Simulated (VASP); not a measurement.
SrO:

```
CELL_PARAMETERS angstrom
0.00000 2.60007 2.60007
2.60007 0.00000 2.60007
2.60007 2.60007 0.00000
ATOMIC_POSITIONS crystal
Sr 0.50000 0.50000 0.50000
O 0.00000 0.00000 0.00000
```

Base run:

| Quantity | Value |
| --- | --- |
| Program | VASP 6.6.1 |
| Functional | revPBE |
| Dispersion | D3(BJ) |
| Potentials or basis | VASP PAW PBE potentials, release 64 (Sr_sv, O) |
| Cutoff | 520 eV |
| k mesh | 9 × 9 × 9 |
| Occupations | fermi-dirac, width 0.05 eV |
| Spin | no spin polarisation |

Its results: band gap on the k mesh 3.42 eV, indirect (least direct gap 3.54 eV); pressure -1.6 GPa.

Task: After a change of settings the same cell gave: band gap on the k mesh 3.46 eV, indirect (least direct gap 3.57 eV); pressure -0.2 GPa. Which change was it?
A. functional from revPBE to RPBE; dispersion from D3(BJ) to none
B. functional from revPBE to BLYP; dispersion from D3(BJ) to D4
C. functional from revPBE to PBEsol; dispersion from D3(BJ) to none

Result: B.

Caveats: the PAW data sets were made with another functional, which shifts forces and pressure a little.
